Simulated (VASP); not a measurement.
## Zr: relaxation of shape and atoms at fixed volume with PBE

Zr:

```
Zr
1.0
     3.08402    0.00000    0.00000
    -1.54201    2.67084    0.00000
     0.00000    0.00000    4.99828
Zr
2
Direct
  0.33333 0.66667 0.25000
  0.66667 0.33333 0.75000
```

This cell differs from its parent crystal: volume scaled by 0.88.

```json
{
  "Program": "VASP 6.6.1",
  "Task": "relaxation of shape and atoms at fixed volume",
  "Functional": "PBE",
  "Potentials or basis": "VASP PAW PBE potentials, release 64 (Zr_sv)",
  "Cutoff": "600 eV",
  "k mesh": "15 × 15 × 8",
  "Occupations": "gaussian, width 0.1 eV",
  "Spin": "no spin polarisation",
  "Dipole correction": "no",
  "Further INCAR settings": "ALGO = Fast; EDIFF = 1e-06; IBRION = 2; EDIFFG = -0.01; NSW = 50; ISIF = 4"
}
```

```yaml
Energy_gained_by_relaxing: 0.2 meV/atom
Ionic_steps: 3
Pressure_after_relaxing: 14.4 GPa
Band_gap_on_the_k_mesh: zero (band 12 reaches 11.49 eV, above the bottom of band 13 at 10.06 eV)
```

Stress tensor (GPa, compression positive):
```
14.43  0.00  0.00
 0.00 14.43  0.00
 0.00  0.00 14.36
```

The path:
| step | energy change (eV) | largest force (eV/Å) | pressure (GPa) | volume (Å³) |
| --- | --- | --- | --- | --- |
| 1 | 0.0000 | 0.0000 | 14.48 | 41.17 |
| 2 | -0.0003 | 0.0000 | 14.45 | 41.17 |
| 3 | -0.0004 | 0.0000 | 14.41 | 41.17 |

Final structure:
```yaml
crystal:
  lattice:
    - [3.07685, 0.00000, 0.00000]
    - [-1.53843, 2.66463, 0.00000]
    - [0.00000, 0.00000, 5.02159]
  atoms:
    - { symbol: Zr, position: [0.33333, 0.66667, 0.25000] }
    - { symbol: Zr, position: [0.66667, 0.33333, 0.75000] }
```

Levels at points of the mesh, in eV from the Fermi level:
```
           k point  band 8  band 9  band 10  band 11  band 12  band 13  band 14  band 15  band 16
(0.00, 0.00, 0.00)  -25.92   -5.85    -3.38     0.81     0.90     0.90     1.49     1.66     1.66
(0.00, 0.00, 0.50)  -26.01   -4.04    -4.04    -0.09    -0.09     0.85     0.85     0.85     0.85
```

Wall time 5.7 min on 1 thread of Intel(R) Xeon(R) Platinum 8488C (Sapphire Rapids), with other jobs on the host, peak memory 0.24 GiB.

Caveat: the cell differs from its parent crystal (volume scaled by 0.88).
